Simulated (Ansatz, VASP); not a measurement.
CdTe: VASP beside Ansatz

```xyz
2
Lattice="4.2875 0.0000 0.0000 -2.1438 3.7131 0.0000 0.0000 0.0000 3.7482" Properties=species:S:1:pos:R:3 pbc="T T T"
Cd    0.0000    0.0000    0.0000
Te    2.1438    1.2377    1.8741
```

Change from the starting cell: species swapped into the WC type (P-6m2, No. 187).

Alike in both runs: functional PBE; k mesh 18 × 18 × 16; occupations gaussian, width 0.1 eV; no spin polarisation.

Ansatz relaxed the structure, and its values are those at the end. VASP's run is a single point on that final structure, the one shown.

|  | VASP | Ansatz |
| --- | --- | --- |
| version | VASP 6.6.1 | Ansatz 0.2.0 |
| potentials or method | VASP PAW PBE potentials, release 64 (Cd, Te), cutoff 520 eV | scalar-relativistic, plane waves, PAW |
| valence electrons in the cell | 18 | 36 |

```csv
,VASP,Ansatz,Ansatz less VASP
gap on the k mesh at the Fermi level (eV),none,none,-
pressure (GPa),0.1,0.0,-0.13
```

A gap of «none» marks a metal or a gap that the smearing closes. VASP's potentials hold 18 valence electrons a cell and Ansatz's 36, so a difference there can come from the potentials and not from the codes.

Spin-orbit coupling is off throughout.
